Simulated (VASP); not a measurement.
# InP (Fm-3m) in VASP: a series of runs, part 2 of 2

VASP 6.6.1.

### Step 3. Single point, PBE (volume scaled by 1.040)

Contents of INCAR:

```
PREC     = Accurate       # precision mode
ENCUT    = 520            # plane-wave cutoff, eV
EDIFF    = 1E-7           # SCF threshold, eV
ISMEAR   = 0              # smearing method
SIGMA    = 0.05           # smearing width, eV
LREAL    = False          # projectors in reciprocal space
LASPH    = True           # aspherical terms in the spheres
NELM     = 60             # most SCF steps
ALGO     = Normal         # electronic algorithm
ISIF     = 2              # what is computed and relaxed
LWAVE    = False          # write WAVECAR
LCHARG   = True           # write CHGCAR
GGA      = PE             # functional
LELF     = True           # ELF
LVHAR    = True         
NBANDS   = 16             # bands
```

Contents of KPOINTS:

```
Automatic mesh
0
Gamma
  10 10 10
```

Contents of POSCAR:

```
InP
1.0
    0.0000000000      2.8063990122      2.8063990122
    2.8063990122      0.0000000000      2.8063990122
    2.8063990122      2.8063990122      0.0000000000
In P
1 1
Direct
    0.0000000000      0.0000000000      0.0000000000
    0.5000000000      0.5000000000      0.5000000000
```

Potentials or basis: VASP PAW PBE potentials, release 64 (In_d, P).

On the command line:

```sh
$ cat potpaw_PBE.64/In_d/POTCAR potpaw_PBE.64/P/POTCAR > POTCAR
$ mpirun -np 1 vasp_std > vasp.out
```

Wall time 41 s (1 thread of Intel Xeon Platinum 8488C (Sapphire Rapids), shared host); peak memory 0.18 GiB.

It converged, with:

* Free energy: -7.9112 eV
* Pressure: -2.6 GPa
* Band gap on the k mesh: zero (band 9 reaches 6.80 eV, above the bottom of band 10 at 4.34 eV)

Levels at points of the mesh, in eV from the Fermi level:
```csv
k point,band 5,band 6,band 7,band 8,band 9,band 10,band 11,band 12,band 13,band 14
"(0.00, 0.00, 0.00)",-14.09,-11.68,-0.22,-0.22,-0.22,0.25,7.14,7.14,7.14,8.28
"(0.50, 0.00, 0.00)",-14.02,-9.75,-6.37,0.17,0.17,2.51,3.47,3.47,4.93,10.92
"(0.50, 0.50, 0.00)",-13.99,-8.76,-4.66,-2.49,-2.16,-2.16,3.97,9.57,9.57,9.85
```

Caveat: the cell differs from its parent crystal (volume scaled by 1.040); spin-orbit coupling is left out, which moves the levels of the heavy elements.

### Step 4. Single point, PBE

This run uses another cell than the first one, of 22.61 Å³/atom, 1.043 times its volume.

Contents of INCAR:

```
SYSTEM = InP
ALGO = Normal
EDIFF = 1E-6
ENCUT = 520
GGA = PE
ISIF = 2
ISMEAR = 0
LASPH = .True.
LCHARG = .False.
LREAL = .False.
LWAVE = .False.
NBANDS = 16
NELM = 80
PREC = Accurate
SIGMA = 0.05
```

Contents of KPOINTS:

```
k-points
0
Gamma
  10 10 10
  0 0 0
```

Contents of POSCAR:

```
InP
1.0
    0.0000000000      2.8275870839      2.8275870839
    2.8275870839      0.0000000000      2.8275870839
    2.8275870839      2.8275870839      0.0000000000
In P
1 1
Direct
    0.0000000000      0.0000000000      0.0000000000
    0.5000000000      0.5000000000      0.5000000000
```

Potentials or basis: VASP PAW PBE potentials, release 64 (In_d, P).

On the command line:

```sh
$ cat potpaw_PBE.64/In_d/POTCAR potpaw_PBE.64/P/POTCAR > POTCAR
$ mpirun -np 1 vasp_std > vasp.out
```

OUTCAR:

```text
SYSTEM = InP
   EDIFF = 1E-6
   ENCUT = 520
   GGA = PE
   ISIF = 2
   ISMEAR = 0
   LASPH = .True.
   LREAL = .False.
   NELM = 80
   PREC = Accurate

 ion  position               nearest neighbor table
   1  0.000  0.000  0.000-   2 2.83   2 2.83   2 2.83   2 2.83   2 2.83   2 2.83
   2  0.500  0.500  0.500-   1 2.83   1 2.83   1 2.83   1 2.83   1 2.83   1 2.83

  LATTYP: Found a face centered cubic cell.
 ALAT       =     5.6551741678

  Lattice vectors:

 A1 = (   0.0000000000,   2.8275870839,   2.8275870839)
 A2 = (   2.8275870839,   0.0000000000,   2.8275870839)
 A3 = (   2.8275870839,   2.8275870839,   0.0000000000)

Analysis of symmetry for initial positions (statically):
=====================================================================
 Subroutine PRICEL returns:
 Original cell was already a primitive cell.

 Routine SETGRP: Setting up the symmetry group for a
 face centered cubic supercell.

 Subroutine GETGRP returns: Found 48 space group operations
 (whereof 48 operations were pure point group operations)
 out of a pool of 48 trial point group operations.

The static configuration has the point symmetry O_h .

[... 156 lines left out ...]
  ---------------------------------------------------
  free energy    TOTEN  =        -7.89070825 eV

  energy without entropy =       -7.88923682  energy(sigma->0) =       -7.88997254

 E-fermi :   6.2400     XC(G=0): -10.1089

 val. band max:        6.2244653210   @ k =   0.5000   0.3000   0.0000
 cond. band min:       6.3060231745   @ k =  -0.1000   0.1000   0.0000
 fundamental gap:      0.0815578535
 Fermi energy:         6.2400134718

 k-point     1 :       0.0000    0.0000    0.0000
  band No.  band energies     occupation
      1      -7.8403      2.00000
      2      -7.8403      2.00000
      3      -7.8241      2.00000
      4      -7.8241      2.00000
      5      -7.8241      2.00000
      6      -5.2817      2.00000
[... 433 lines left out ...]
      3      -7.8175      2.00000
      4      -7.7568      2.00000
      5      -7.7516      2.00000
      6      -3.3823      2.00000
[... 8 lines left out ...]
     15      17.9835      0.00000
     16      19.1811      0.00000

 [... further k-points ...]
[... 5 lines left out ...]
  --------------------------------------------------------------------------------------
  -------------------------------------------------------------------------------------
  Total       -1.1126356     -1.1126356     -1.1126356      0.0000000     -0.0000000      0.0000000
  in kB      -39.4262591    -39.4262591    -39.4262591      0.0000000     -0.0000000      0.0000000
  external PRESSURE =     -39.4262591 kB  Pullay stress =       0.0000000 kB

 VOLUME and BASIS-vectors are now :
 -----------------------------------------------------------------------------
  energy-cutoff  :      520.00
  volume of cell :       45.21
      direct lattice vectors                 reciprocal lattice vectors
     0.000000000  2.827587084  2.827587084    -0.176829213  0.176829213  0.176829213
     2.827587084  0.000000000  2.827587084     0.176829213 -0.176829213  0.176829213
     2.827587084  2.827587084  0.000000000     0.176829213  0.176829213 -0.176829213

 POSITION                                       TOTAL-FORCE (eV/Angst)
 -----------------------------------------------------------------------------------
      0.00000      0.00000      0.00000         0.000000     -0.000000     -0.000000
      2.82759      2.82759      2.82759        -0.000000      0.000000      0.000000
 -----------------------------------------------------------------------------------
    total drift:                               -0.000000      0.000000      0.000000

  FREE ENERGIE OF THE ION-ELECTRON SYSTEM (eV)
  ---------------------------------------------------
  free  energy   TOTEN  =        -7.8907082507 eV

  energy  without entropy=       -7.8892368224  energy(sigma->0) =       -7.88997254
```

stdout:

```text
POSCAR found type information on POSCAR InP
 POSCAR found :  2 types and       2 ions
 scaLAPACK will be used
 LDA part: xc-table for (Slater+PW92), standard interpolation
 POSCAR, INCAR and KPOINTS ok, starting setup
 FFT: planning ... GRIDC
 FFT: planning ... GRID_SOFT
 FFT: planning ... GRID
 WAVECAR not read
 entering main loop
```

Run time: 42 s. Hardware: 1 thread of Intel Xeon Platinum 8488C (Sapphire Rapids), shared host; peak memory 0.18 GiB.

Results:

```yaml
Free_energy: -7.8907 eV
Pressure: -3.9 GPa
Band_gap_on_the_k_mesh: zero (band 9 reaches 6.53 eV, above the bottom of band 10 at 4.15 eV)
```

Caveat: spin-orbit coupling is left out, which moves the levels of the heavy elements.

### Step 5. Single point, PBE

This run uses another cell than the first one, of 23.50 Å³/atom, 1.084 times its volume.

Contents of INCAR:

```
SYSTEM = InP
PREC = Accurate
ENCUT = 520
EDIFF = 1E-6
ISMEAR = 0
SIGMA = 0.05
LREAL = .False.
LASPH = .True.
NELM = 80
ALGO = Normal
ISIF = 2
LWAVE = .False.
LCHARG = .True.
GGA = PE
LELF = .True.
LVHAR = .True.
NBANDS = 16
```

Contents of KPOINTS:

```
regular mesh
0
Gamma
  10 10 10
  0 0 0
```

Contents of POSCAR:

```
InP
1.0
    0.0000000000      2.8644851195      2.8644851195
    2.8644851195      0.0000000000      2.8644851195
    2.8644851195      2.8644851195      0.0000000000
In P
1 1
Direct
    0.0000000000      0.0000000000      0.0000000000
    0.5000000000      0.5000000000      0.5000000000
```

On the command line:

```sh
$ cat potpaw_PBE.64/In_d/POTCAR potpaw_PBE.64/P/POTCAR > POTCAR
$ mpirun -np 1 vasp_std > vasp.out
```

Run time: 39 s. Hardware: 1 thread of Intel Xeon Platinum 8488C (Sapphire Rapids), shared host; peak memory 0.19 GiB.

It converged, with:

* Free energy: -7.8368 eV
* Pressure: -5.8 GPa
* Band gap on the k mesh: zero (band 9 reaches 6.08 eV, above the bottom of band 10 at 3.83 eV)

Levels at points of the mesh, in eV from the Fermi level:
```tsv
k point	band 5	band 6	band 7	band 8	band 9	band 10	band 11	band 12	band 13	band 14
(0.00, 0.00, 0.00)	-14.03	-11.26	-0.19	-0.17	-0.17	-0.17	7.13	7.13	7.13	7.93
(0.50, 0.00, 0.00)	-13.97	-9.52	-6.06	0.16	0.16	2.47	3.48	3.48	4.48	10.60
(0.50, 0.50, 0.00)	-13.95	-8.69	-4.29	-2.54	-1.97	-1.97	4.10	9.08	9.08	9.34
```

Caveat: spin-orbit coupling is left out, which moves the levels of the heavy elements.

### Step 6. The runs side by side

```tsv
cell	gap on the mesh (eV)	pressure (GPa)
a = 3.943 Å, angles 60.0°, 2 atoms	none	-1.4
a = 3.969 Å, angles 60.0°, 2 atoms	none	-2.6
a = 3.999 Å, angles 60.0°, 2 atoms	none	-3.9
a = 4.051 Å, angles 60.0°, 2 atoms	none	-5.8
```

Alike in all rows: task single point; level PBE; potentials or basis VASP PAW PBE potentials, release 64 (In_d, P); no spin polarisation; k mesh 10 × 10 × 10; cutoff (eV) 520; smearing gaussian 0.05 eV.

Caveats: spin-orbit coupling is left out, which moves the levels of the heavy elements.

Absolute energies hang on the potentials; compare differences alone.
